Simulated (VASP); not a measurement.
A run of VASP 6.6.1 is set up as follows.

File INCAR:

```
PREC = Accurate
ENCUT = 520
EDIFF = 1E-7
ISMEAR = 0
SIGMA = 0.01
LREAL = Auto
LASPH = T
NELM = 100
ALGO = Normal
ISIF = 2
LWAVE = F
LCHARG = T
GGA = PE
LELF = T
LVHAR = T
NBANDS = 86
```

Contents of KPOINTS:

```
Automatic mesh
0
Gamma
  2 2 2
  0.5 0.5 0.5
```

POSCAR

```
BeS
1.0
    4.8761188970      4.8761188970      4.8761188970
   -4.8761188970     -4.8761188970      4.8761188970
    4.8761188970     -4.8761188970     -4.8761188970
Be S
16 16
Direct
    0.7500000000      0.2500000000      0.0000000000
    0.0000000000      0.0000000000      0.0000000000
    0.7500000000      0.5000000000      0.7500000000
    0.0000000000      0.2500000000      0.7500000000
    0.2500000000      0.0000000000      0.7500000000
    0.2500000000      0.7500000000      0.0000000000
    0.5000000000      0.5000000000      0.0000000000
    0.7500000000      0.0000000000      0.2500000000
    0.7500000000      0.7500000000      0.5000000000
    0.0000000000      0.5000000000      0.5000000000
    0.2500000000      0.2500000000      0.5000000000
    0.5000000000      0.0000000000      0.5000000000
    0.5000000000      0.7500000000      0.7500000000
    0.0000000000      0.7500000000      0.2500000000
    0.2500000000      0.5000000000      0.2500000000
    0.5000000000      0.2500000000      0.2500000000
    0.7500000000      0.2500000000      0.7500000000
    0.0000000000      0.0000000000      0.7500000000
    0.7500000000      0.5000000000      0.5000000000
    0.0000000000      0.2500000000      0.5000000000
    0.2500000000      0.0000000000      0.5000000000
    0.2500000000      0.7500000000      0.7500000000
    0.5000000000      0.5000000000      0.7500000000
    0.7500000000      0.0000000000      0.0000000000
    0.7500000000      0.7500000000      0.2500000000
    0.0000000000      0.5000000000      0.2500000000
    0.2500000000      0.2500000000      0.2500000000
    0.5000000000      0.0000000000      0.2500000000
    0.5000000000      0.7500000000      0.5000000000
    0.0000000000      0.7500000000      0.0000000000
    0.2500000000      0.5000000000      0.0000000000
    0.5000000000      0.2500000000      0.0000000000
```

Potentials or basis: VASP PAW PBE potentials, release 64 (Be, S).

Launch:

```console
$ cat potpaw_PBE.64/Be/POTCAR potpaw_PBE.64/S/POTCAR > POTCAR
$ mpirun -np 1 vasp_std > vasp.out
```

Problem. Estimate the band gap on the k mesh.

Solution. 4.15 eV.

Problem. What does it give for the pressure?

Solution. 0.0 GPa.

A k mesh can miss the band edges. A hybrid or GW would open this gap; PBE tends to underestimate it.
